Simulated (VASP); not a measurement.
Input of a VASP 6.6.1 run:

File POSCAR:

```
As
1.0
    2.7036817444      0.0000000000      0.0000000000
    0.0000000000      2.7036817444      0.0000000000
    0.0000000000      0.0000000000      2.7036817444
As
1
Direct
    0.5000000000      0.5000000000      0.5000000000
```

INCAR.step1

```
SYSTEM = As
  PREC = Accurate
  ENCUT = 520
  EDIFF = 1E-5
  ISMEAR = -1
  SIGMA = 0.05
  LREAL = .FALSE.
  LASPH = .TRUE.
  NELM = 80
  ALGO = Normal
  ISIF = 2
  LWAVE = .TRUE.
  LCHARG = .FALSE.
  GGA = PE
  NBANDS = 8
```

The input INCAR.step2:

```
SYSTEM = As
  PREC = Accurate
  ENCUT = 520
  EDIFF = 1E-7
  ISMEAR = -1
  SIGMA = 0.05
  LREAL = .FALSE.
  LASPH = .TRUE.
  NELM = 80
  ALGO = Normal
  ISIF = 2
  LWAVE = .FALSE.
  LCHARG = .FALSE.
  METAGGA = R2SCAN
  LHFCALC = .TRUE.
  AEXX = 0.25
  LMIXTAU = .TRUE.
  PRECFOCK = Normal
  ISTART = 1
  NBANDS = 8
```

KPOINTS

```
regular mesh
0
G
  6 6 6
  0 0 0
```

Potentials or basis: VASP PAW PBE potentials, release 64 (As).

Launch:

```bash
$ cat potpaw_PBE.64/As/POTCAR > POTCAR
$ cp INCAR.step1 INCAR
$ mpirun -np 1 vasp_std > vasp.out
$ cp INCAR.step2 INCAR
$ mpirun -np 1 vasp_std > vasp.out
```

Task: What does it give for the pressure?

Result: -3.2 GPa.

Caveat: the k points lie up to 0.39 Å⁻¹ apart; the PAW data sets were made with another functional, which shifts forces and pressure a little.
